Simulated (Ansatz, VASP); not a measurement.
# Two plane-wave programs on GaN

File INCAR:

```
PREC = Accurate ; ENCUT = 600
EDIFF = 1E-6 ; ISMEAR = 0
SIGMA = 0.02 ; LREAL = False
LASPH = True ; NELM = 60
ALGO = Normal ; ISIF = 3
LWAVE = False ; LCHARG = False
GGA = PE ; IBRION = 2
NSW = 100 ; EDIFFG = -0.01
```

File KPOINTS:

```
regular mesh
0
Gamma
  12 12 2
```

Contents of POSCAR:

```
GaN
1.0
    3.2159383632      0.0000000000      0.0000000000
   -1.6079691816      2.7850843196      0.0000000000
    0.0000000000      0.0000000000     15.7413040805
Ga N
6 6
Direct
    0.0000000000      0.0000000000      0.1875269422
    0.0000000000      0.0000000000      0.6875269422
    0.3333333333      0.6666666667      0.5207094315
    0.6666666667      0.3333333333      0.0207094315
    0.3333333333      0.6666666667      0.8539798512
    0.6666666667      0.3333333333      0.3539798512
    0.0000000000      0.0000000000      0.3126498525
    0.0000000000      0.0000000000      0.8126498525
    0.3333333333      0.6666666667      0.9792130131
    0.6666666667      0.3333333333      0.4792130131
    0.3333333333      0.6666666667      0.6459209095
    0.6666666667      0.3333333333      0.1459209095
```

Input for Ansatz:

```yaml
crystal:
  lattice:
    - [3.2159383632, 0.0, 0.0]
    - [-1.6079691816, 2.7850843196, 0.0]
    - [0.0, 0.0, 15.7413040805]
  atoms:
    - { symbol: Ga, position: [0.0, 0.0, 0.1875269422] }
    - { symbol: Ga, position: [0.0, 0.0, 0.6875269422] }
    - { symbol: Ga, position: [0.3333333333, 0.6666666667, 0.5207094315] }
    - { symbol: Ga, position: [0.6666666667, 0.3333333333, 0.0207094315] }
    - { symbol: Ga, position: [0.3333333333, 0.6666666667, 0.8539798512] }
    - { symbol: Ga, position: [0.6666666667, 0.3333333333, 0.3539798512] }
    - { symbol: "N", position: [0.0, 0.0, 0.3126498525] }
    - { symbol: "N", position: [0.0, 0.0, 0.8126498525] }
    - { symbol: "N", position: [0.3333333333, 0.6666666667, 0.9792130131] }
    - { symbol: "N", position: [0.6666666667, 0.3333333333, 0.4792130131] }
    - { symbol: "N", position: [0.3333333333, 0.6666666667, 0.6459209095] }
    - { symbol: "N", position: [0.6666666667, 0.3333333333, 0.1459209095] }
basis:
  ecutwfc: 420
kpoints:
  mp_grid: { grid: [12, 12, 2] }
hamiltonian:
  xc: pbe
scf:
  occupations: { method: gaussian, width: 0.02 }
output:
  forces: true
  stress: true
  eigenvalues: true
relax:
  adjacent_minimum: "off"
  f_tol: 0.01
  max_steps: 80
  cell: { stress_tol: 0.05 }
```

Alike in both runs: task relaxation of cell and atoms; functional PBE; k mesh 12 × 12 × 2; occupations gaussian, width 0.02 eV; no spin polarisation.

```csv
,VASP,Ansatz
version,VASP 6.6.1,Ansatz 0.2.0
potentials or method,"VASP PAW PBE potentials, release 64 (Ga_d, N), cutoff 600 eV","scalar-relativistic, plane waves, PAW"
valence electrons in the cell,108,108
```

Ansatz gave:

* gap on the k mesh at the Fermi level, each at its own relaxed structure (eV): 1.59
* relaxed volume (Å³/atom): 11.76
* relaxed length of the cell vector where the two differ most in proportion (Å): 15.748

Q: Estimate VASP's values.

A: gap on the k mesh at the Fermi level, each at its own relaxed structure (eV): 1.60; relaxed volume (Å³/atom): 11.76; relaxed length of the cell vector where the two differ most in proportion (Å): 15.750.
